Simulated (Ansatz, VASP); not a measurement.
## HfB3N in VASP and in Ansatz

```
Hf B N
1.0
    -1.70266    1.70266    3.86929
     1.70266   -1.70266    3.86929
     1.70266    1.70266   -3.86929
Hf B N
1 3 1
Direct
  0.00514 0.00514 0.00000
  0.33362 0.33362 0.00000
  0.76034 0.26034 0.50000
  0.26034 0.76034 0.50000
  0.69626 0.69626 0.00000
```

Change from the starting cell: species swapped into the BaGe3Pt type (I4mm, No. 107).

Alike in both runs: functional PBE; k mesh 6 × 6 × 6; occupations gaussian, width 0.2 eV; no spin polarisation.

Ansatz relaxed the structure, and its values are those at the end. VASP's run is a single point on that final structure, the one shown.

|  | VASP | Ansatz |
| --- | --- | --- |
| version | VASP 6.6.1 | Ansatz 0.2.0 |
| potentials or method | VASP PAW PBE potentials, release 64 (Hf_pv, B, N), cutoff 600 eV | scalar-relativistic, plane waves, PAW |
| valence electrons in the cell | 24 | 40 |

VASP gave:

```
gap on the k mesh at the Fermi level (eV) : none
pressure (GPa)                            : -1.2
rms of the force components (eV/Å)        : 0.025
```

Question: What did Ansatz give for the same quantities?

Answer: gap on the k mesh at the Fermi level (eV): none; pressure (GPa): -0.2; rms of the force components (eV/Å): 0.023.

A gap of «none» marks a metal or a gap that the smearing closes. VASP's potentials hold 24 valence electrons a cell and Ansatz's 40, so a difference there can come from the potentials and not from the codes.

The k mesh is coarse, so the values compare programs but aren't converged. Neither program's run includes spin-orbit coupling.
